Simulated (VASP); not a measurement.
# GaP: single point with RPBE

**Measured values to compare with.**

“Stacking defects in GaP nanowires: Electronic structure and optical properties”, 2018, arxiv:1810.01194 quotes, for a bulk crystal of GaP at 10 K: band gap 2.34 eV (indirect).

Crystal: GaP.

```xyz
2
Lattice="0.0000 2.7771 2.7771 2.7771 0.0000 2.7771 2.7771 2.7771 0.0000" Properties=species:S:1:pos:R:3 pbc="T T T"
Ga    0.0000    0.0000    0.0000
P     4.1657    4.1657    4.1657
```

- Program: VASP 6.6.1
- Task: single point
- Functional: RPBE
- Potentials or basis: VASP PAW PBE potentials, release 64 (Ga_d, P)
- Cutoff: 520 eV
- k mesh: 8 × 8 × 8
- Occupations: fermi-dirac, width 0.05 eV
- Spin: no spin polarisation
- Dipole correction: no
- Further INCAR settings: ALGO = Normal; EDIFF = 1e-07; NBANDS = 16

The pressure is 0.0 GPa. The band gap on the k mesh is 1.49 eV.

Levels at points of the mesh, in eV from the valence-band top:
```tsv
k point	band 5	band 6	band 7	band 8	band 9	band 10	band 11	band 12	band 13	band 14
(0.00, 0.00, 0.00)	-14.38	-12.05	0.00	0.00	0.00	1.49	3.93	3.93	3.93	8.81
(0.50, 0.00, 0.00)	-14.37	-10.17	-6.27	-1.03	-1.03	1.60	4.76	4.76	8.34	10.68
(0.50, 0.50, 0.00)	-14.36	-9.36	-6.45	-2.48	-2.48	1.88	1.95	10.22	10.22	10.85
```

It took 47 s on 1 thread of Intel Xeon 8259CL, with other jobs on the host, peak memory 0.17 GiB.

Against the measured gap of GaP, 2.34 eV (indirect; 10 K; quoted in “Stacking defects in GaP nanowires: Electronic structure and optical properties”, 2018, arxiv:1810.01194), the calculated 1.49 eV is off by -0.85 eV. Spin-orbit coupling on Ga is left out. The value is that of RPBE on a finite k mesh, which can miss the band edges, without temperature or zero-point motion. Semilocal functionals fall short of measured gaps as a rule.

Caveat: the PAW data sets were made with another functional, which shifts forces and pressure a little.
